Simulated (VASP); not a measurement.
# SnO2 (P6_3/mmc) in VASP: further runs

The runs below take SnO2 through single point, with PBEsol, LDA, BLYP.

Program: VASP 6.6.1. These are calculated values, not measurements. Logs are shortened: lines on timing, memory, paths and dates and some standing lists are left out, and cuts for length are marked.

## 1. The cell of the first run

It takes space group P6_3/mmc (No. 194, hexagonal). The conventional cell has a = 3.231 Å, b = 3.231 Å, c = 10.791 Å, α = 90.00°, β = 90.00°, γ = 120.00°. Sn (site symmetry -3m) has 6 O at 2.12 Å within 2.8 Å. Within 2.8 Å of O (site symmetry 3m) lie 3 Sn at 2.12 Å and 3 O at 2.76 Å.

## 2. Single point, PBEsol

The input, INCAR:

```
SYSTEM = SnO2
ALGO = Normal
EDIFF = 1E-7
ENCUT = 520
GGA = PS
ISIF = 2
ISMEAR = 0
LASPH = .True.
LCHARG = .False.
LREAL = .False.
LWAVE = .False.
NBANDS = 35
NELM = 100
PREC = Accurate
SIGMA = 0.01
```

The input, KPOINTS:

```
k-points
0
Gamma
  6 6 2
  0 0 0
```

The input, POSCAR:

```
SnO2
1.0
    3.2305760000      0.0000000000      0.0000000000
   -1.6152880000      2.7977608849      0.0000000000
    0.0000000000      0.0000000000     10.7905620000
Sn O
2 4
Direct
    0.0000000000      0.0000000000      0.5000000000
    0.0000000000      0.0000000000      0.0000000000
    0.6666666667      0.3333333333      0.4058620000
    0.6666666667      0.3333333333      0.0941380000
    0.3333333333      0.6666666667      0.5941380000
    0.3333333333      0.6666666667      0.9058620000
```

Potentials or basis: VASP PAW PBE potentials, release 64 (Sn_d, O).

Launch:

```console
cat potpaw_PBE.64/Sn_d/POTCAR potpaw_PBE.64/O/POTCAR > POTCAR
mpirun -np 1 vasp_std > vasp.out
```

OUTCAR:

```text
SYSTEM = SnO2
   EDIFF = 1E-7
   ENCUT = 520
   GGA = PS
   ISIF = 2
   ISMEAR = 0
   LASPH = .True.
   LREAL = .False.
   NELM = 100
   PREC = Accurate

 ion  position               nearest neighbor table
   1  0.000  0.000  0.500-   3 2.12   5 2.12   3 2.12   5 2.12   3 2.12   5 2.12
   2  0.000  0.000  0.000-   4 2.12   6 2.12   4 2.12   6 2.12   4 2.12   6 2.12
   3  0.667  0.333  0.406-   1 2.12   1 2.12   1 2.12
   4  0.667  0.333  0.094-   2 2.12   2 2.12   2 2.12
   5  0.333  0.667  0.594-   1 2.12   1 2.12   1 2.12
   6  0.333  0.667  0.906-   2 2.12   2 2.12   2 2.12

  LATTYP: Found a hexagonal cell.
 ALAT       =     3.2305760000
 C/A-ratio  =     3.3401356291

  Lattice vectors:

 A1 = (   3.2305760000,   0.0000000000,   0.0000000000)
 A2 = (  -1.6152880000,   2.7977608849,   0.0000000000)
 A3 = (   0.0000000000,   0.0000000000,  10.7905620000)

Analysis of symmetry for initial positions (statically):
=====================================================================
 Subroutine PRICEL returns:
 Original cell was already a primitive cell.

 Routine SETGRP: Setting up the symmetry group for a
 hexagonal supercell.

 Subroutine GETGRP returns: Found 24 space group operations
 (whereof 12 operations were pure point group operations)
 out of a pool of 24 trial point group operations.

The static configuration has the point symmetry D_3d.
 The point group associated with its full space group is D_6h.

Analysis of symmetry for dynamics (positions and initial velocities):
=====================================================================
 Subroutine PRICEL returns:
 Original cell was already a primitive cell.

 Routine SETGRP: Setting up the symmetry group for a
 hexagonal supercell.

 Subroutine GETGRP returns: Found 24 space group operations
 (whereof 12 operations were pure point group operations)
 out of a pool of 24 trial point group operations.

The dynamic configuration has the point symmetry D_3d.
 The point group associated with its full space group is D_6h.

 Subroutine INISYM returns: Found 24 space group operations
 (whereof 12 operations are pure point group operations),
 and found     1 'primitive' translations

----------------------------------------------------------------------------------------

                                     Primitive cell

  volume of cell :      97.5292

  direct lattice vectors                    reciprocal lattice vectors
     3.230576000  0.000000000  0.000000000     0.309542323  0.178714344  0.000000000
    -1.615288000  2.797760885  0.000000000     0.000000000  0.357428687  0.000000000
     0.000000000  0.000000000 10.790562000     0.000000000  0.000000000  0.092673579

  length of vectors
     3.230576000  3.230576000 10.790562000     0.357428687  0.357428687  0.092673579

  position of ions in fractional coordinates (direct lattice)
     0.000000000  0.000000000  0.500000000
     0.000000000  0.000000000  0.000000000
     0.666666667  0.333333333  0.405862000
     0.666666667  0.333333333  0.094138000
     0.333333333  0.666666667  0.594138000
     0.333333333  0.666666667  0.905862000

  ion indices of the primitive-cell ions
   primitive index   ion index
                 1           1
                 2           2
                 3           3
                 4           4
                 5           5
                 6           6

----------------------------------------------------------------------------------------

 KPOINTS: k-points

Automatic generation of k-mesh.
 Grid dimensions read from file:
 generate k-points for:    6    6    2

 Generating k-lattice:

  Cartesian coordinates                     Fractional coordinates (reciprocal lattice)
     0.051590387  0.029785724  0.000000000     0.166666667  0.000000000  0.000000000
     0.000000000  0.059571448  0.000000000     0.000000000  0.166666667  0.000000000
     0.000000000  0.000000000  0.046336790     0.000000000  0.000000000  0.500000000

  Length of vectors
     0.059571448  0.059571448  0.046336790

  Shift w.r.t. Gamma in fractional coordinates (k-lattice)
     0.000000000  0.000000000  0.000000000

 Subroutine IBZKPT returns following result:
 ===========================================

 Found     14 irreducible k-points:

 Following reciprocal coordinates:
            Coordinates               Weight
  0.000000  0.000000  0.000000      1.000000
  0.166667 -0.000000  0.000000      6.000000
  0.333333 -0.000000  0.000000      6.000000
  0.500000 -0.000000  0.000000      3.000000
  0.166667  0.166667  0.000000      6.000000
  0.333333  0.166667  0.000000     12.000000
  0.333333  0.333333  0.000000      2.000000
  0.000000  0.000000  0.500000      1.000000
  0.166667 -0.000000  0.500000      6.000000
  0.333333 -0.000000  0.500000      6.000000
  0.500000 -0.000000  0.500000      3.000000
  0.166667  0.166667  0.500000      6.000000
  0.333333  0.166667  0.500000     12.000000
  0.333333  0.333333  0.500000      2.000000
   k-points           NKPTS =     14   k-points in BZ     NKDIM =     14   number of bands    NBANDS=     35
   number of dos      NEDOS =    301   number of ions     NIONS =      6
   total plane-waves  NPLWV =  46080
   dimension x,y,z NGX =    24 NGY =   24 NGZ =   80
   dimension x,y,z NGXF=    48 NGYF=   48 NGZF=  160
   ions per type =               2   4
   NGX,Y,Z   is equivalent  to a cutoff of  12.35, 12.35, 12.33 a.u.
   NGXF,Y,Z  is equivalent  to a cutoff of  24.70, 24.70, 24.65 a.u.
 SYSTEM =  SnO2
   PREC   = accura    normal or accurate (medium, high low for compatibility)
   ISTART =      0    job   : 0-new  1-cont  2-samecut
   ICHARG =      2    charge: 1-file 2-atom 10-const
   ISPIN  =      1    spin polarized calculation?
   LNONCOLLINEAR =      F non collinear calculations
   LSORBIT =      F    spin-orbit coupling
   LASPH  =      T    aspherical Exc in radial PAW
   ENCUT  =  520.0 eV  38.22 Ry    6.18 a.u.   6.01  6.01 20.06*2*pi/ulx,y,z
   NELM   =    100;   NELMIN=  2; NELMDL= -5     # of ELM steps
   EDIFF  = 0.1E-06   stopping-criterion for ELM
   LREAL  =      F    real-space projection
   EDIFFG = 0.1E-05   stopping-criterion for IOM
   NSW    =      0    number of steps for IOM
   IBRION =     -1    ionic relax: 0-MD 1-quasi-New 2-CG
   NFREE  =      0    steps in history (QN), initial steepest desc. (CG)
   ISIF   =      2    stress and relaxation
   ISYM   =      2    0-nonsym 1-usesym 2-fastsym
   POTIM  = 0.5000    time-step for ionic-motion
   TEBEG  =    0.0;   TEEND  =   0.0 temperature during run
   PSTRESS=    0.0 pullay stress
   NELECT =      52.0000    total number of electrons
   NUPDOWN=      -1.0000    fix difference up-down
   EMIN   =  10.00;   EMAX   =-10.00  energy-range for DOS
   EFERMI =   0.00;   METHOD = LEGACY
   ISMEAR =     0;   SIGMA  =   0.01  broadening in eV -4-tet -1-fermi 0-gaus
   EFERMI_NEDOS =   21; number of points for ismear=-14 and -15
   IALGO  =     38    algorithm
   IMIX   =      4    mixing-type and parameters
     AMIX     =   0.40;   BMIX     =  1.00
     AMIX_MAG =   1.60;   BMIX_MAG =  1.00
  volume/ion in A,a.u.               =      16.25       109.69
  Fermi-wavevector in a.u.,A,eV,Ry     =   1.327489  2.508591 23.976570  1.762228
  Thomas-Fermi vector in A             =   2.456798
   LORBIT       =      0    0 simple, 1 ext, 2 COOP (PROOUT), +10 PAW based schemes
   GGA     = PS    functional components
   LHFCALC =     F    Hartree Fock is set to
   AEXX    =    0.0000 exact exchange contribution
   IVDW    =     0    specifies the selected vdW correction
   LEPSILON=     F    determine dielectric tensor
   LRPA    =     F    only Hartree local field effects (RPA)
 non-spin polarized calculation
 Gauss-broadening in eV      SIGMA  =   0.01
  energy-cutoff  :      520.00
  volume of cell :       97.53
 maximum number of plane-waves:      2670
   NGX = 13   NGY = 13   NGZ = 41

 number of electron      51.9999995 magnetization

 Free energy of the ion-electron system (eV)
  ---------------------------------------------------
  ext. energy  EPLUGINS =         0.00000000
  ---------------------------------------------------
  free energy    TOTEN  =       -38.51294743 eV

  energy without entropy =      -38.51294743  energy(sigma->0) =      -38.51294743

 E-fermi :   2.1000     XC(G=0):  -9.3491

 val. band max:        1.9725649631   @ k =   0.3333   0.1667   0.0000
 cond. band min:       4.0376578665   @ k =   0.0000   0.0000   0.0000
 fundamental gap:      2.0650929034
 Fermi energy:         2.1000182029

 k-point     1 :       0.0000    0.0000    0.0000
  band No.  band energies     occupation
      1     -17.9477      2.00000
      2     -17.9470      2.00000
      3     -17.7240      2.00000
      4     -17.7240      2.00000
      5     -17.7239      2.00000
      6     -17.7239      2.00000
[... 27 lines left out ...]
     34      12.9407      0.00000
     35      12.9831      0.00000

 k-point     2 :       0.1667   -0.0000    0.0000
  band No.  band energies     occupation
      1     -17.9664      2.00000
      2     -17.9652      2.00000
      3     -17.8150      2.00000
      4     -17.8144      2.00000
      5     -17.6735      2.00000
      6     -17.6734      2.00000
[... 27 lines left out ...]
     34      13.0279      0.00000
     35      13.4824      0.00000

 k-point     3 :       0.3333   -0.0000    0.0000
  band No.  band energies     occupation
      1     -18.3450      2.00000
      2     -18.3427      2.00000
      3     -17.6867      2.00000
      4     -17.6863      2.00000
      5     -17.6332      2.00000
      6     -17.6331      2.00000
[... 27 lines left out ...]
     34      13.7610      0.00000
     35      14.1270      0.00000

 k-point     4 :       0.5000   -0.0000    0.0000
  band No.  band energies     occupation
      1     -18.5115      2.00000
      2     -18.5090      2.00000
      3     -17.6918      2.00000
      4     -17.6915      2.00000
      5     -17.6363      2.00000
      6     -17.6362      2.00000
[... 27 lines left out ...]
     34      13.7899      0.00000
     35      13.9521      0.00000

 k-point     5 :       0.1667    0.1667    0.0000
  band No.  band energies     occupation
      1     -18.1722      2.00000
      2     -18.1701      2.00000
      3     -17.8214      2.00000
      4     -17.8207      2.00000
      5     -17.6167      2.00000
      6     -17.6164      2.00000
[... 258 lines left out ...]
 k-point    12 :       0.1667    0.1667    0.5000
  band No.  band energies     occupation
      1     -18.1712      2.00000
      2     -18.1712      2.00000
      3     -17.8211      2.00000
      4     -17.8211      2.00000
      5     -17.6165      2.00000
      6     -17.6165      2.00000
[... 27 lines left out ...]
     34      13.2046      0.00000
     35      13.7602      0.00000

 k-point    13 :       0.3333    0.1667    0.5000
  band No.  band energies     occupation
      1     -18.3713      2.00000
      2     -18.3713      2.00000
      3     -17.8185      2.00000
      4     -17.8185      2.00000
      5     -17.6454      2.00000
      6     -17.6454      2.00000
[... 27 lines left out ...]
     34      13.2110      0.00000
     35      13.8051      0.00000

 k-point    14 :       0.3333    0.3333    0.5000
  band No.  band energies     occupation
      1     -18.1512      2.00000
      2     -18.1512      2.00000
      3     -18.1493      2.00000
      4     -18.1493      2.00000
      5     -17.5574      2.00000
      6     -17.5574      2.00000
[... 27 lines left out ...]
     34      12.0491      0.00000
     35      13.9564      0.00000

------------------------ aborting loop because EDIFF is reached ----------------------------------------

  FORCE on cell =-STRESS in cart. coord.  units (eV):
  Direction    XX          YY          ZZ          XY          YZ          ZX
  --------------------------------------------------------------------------------------
  -------------------------------------------------------------------------------------
  Total       -2.9294925     -2.9294925     -1.1184185      0.0000000      0.0000000      0.0000000
  in kB      -48.1247356    -48.1247356    -18.3730098      0.0000000      0.0000000      0.0000000
  external PRESSURE =     -38.2074937 kB  Pullay stress =       0.0000000 kB

 VOLUME and BASIS-vectors are now :
 -----------------------------------------------------------------------------
  energy-cutoff  :      520.00
  volume of cell :       97.53
      direct lattice vectors                 reciprocal lattice vectors
     3.230576000  0.000000000  0.000000000     0.309542323  0.178714344  0.000000000
    -1.615288000  2.797760885  0.000000000     0.000000000  0.357428687  0.000000000
     0.000000000  0.000000000 10.790562000     0.000000000  0.000000000  0.092673579

 POSITION                                       TOTAL-FORCE (eV/Angst)
 -----------------------------------------------------------------------------------
      0.00000      0.00000      5.39528         0.000000     -0.000000      0.000000
      0.00000      0.00000      0.00000         0.000000     -0.000000      0.000000
      1.61529      0.93259      4.37948         0.000000     -0.000000      0.334922
      1.61529      0.93259      1.01580         0.000000     -0.000000     -0.334922
     -0.00000      1.86517      6.41108        -0.000000      0.000000     -0.334922
     -0.00000      1.86517      9.77476        -0.000000      0.000000      0.334922
 -----------------------------------------------------------------------------------
    total drift:                               -0.000000      0.000000      0.000000

  FREE ENERGIE OF THE ION-ELECTRON SYSTEM (eV)
  ---------------------------------------------------
  free  energy   TOTEN  =       -38.5129474310 eV

  energy  without entropy=      -38.5129474310  energy(sigma->0) =      -38.51294743
```

It took 55 s on 1 thread of Intel Xeon 8259CL, shared host; peak memory 0.21 GiB.

Results:

```yaml
Free_energy: -38.5129 eV
Pressure: -3.8 GPa
Largest_force: 0.335 eV/Å
Band_gap_on_the_k_mesh: 2.07 eV (least direct gap 2.45 eV)
```

Forces on the atoms (eV/Å):
```
Sn   0.000  0.000  0.000
Sn   0.000  0.000  0.000
O    0.000  0.000  0.335
O    0.000  0.000 -0.335
O    0.000  0.000 -0.335
O    0.000  0.000  0.335
```

Levels at points of the mesh, in eV from the valence-band top:
```csv
k point,band 23,band 24,band 25,band 26,band 27,band 28,band 29,band 30
"(0.00, 0.00, 0.00)",-0.88,-0.86,-0.86,-0.39,2.07,2.77,5.33,5.66
"(0.50, 0.00, 0.00)",-0.55,-0.51,-0.44,-0.07,5.05,5.18,6.86,7.43
"(0.00, 0.00, 0.50)",-0.87,-0.87,-0.71,-0.71,2.43,2.43,5.51,5.51
"(0.50, 0.00, 0.50)",-0.53,-0.53,-0.24,-0.24,5.12,5.12,7.13,7.13
```

Caveat: the cell stands under tension; the PAW data sets were made with another functional, which shifts forces and pressure a little; spin-orbit coupling is left out, which moves the levels of the heavy elements. A k mesh can miss the band edges.

(Continued in part 2 of 2.)
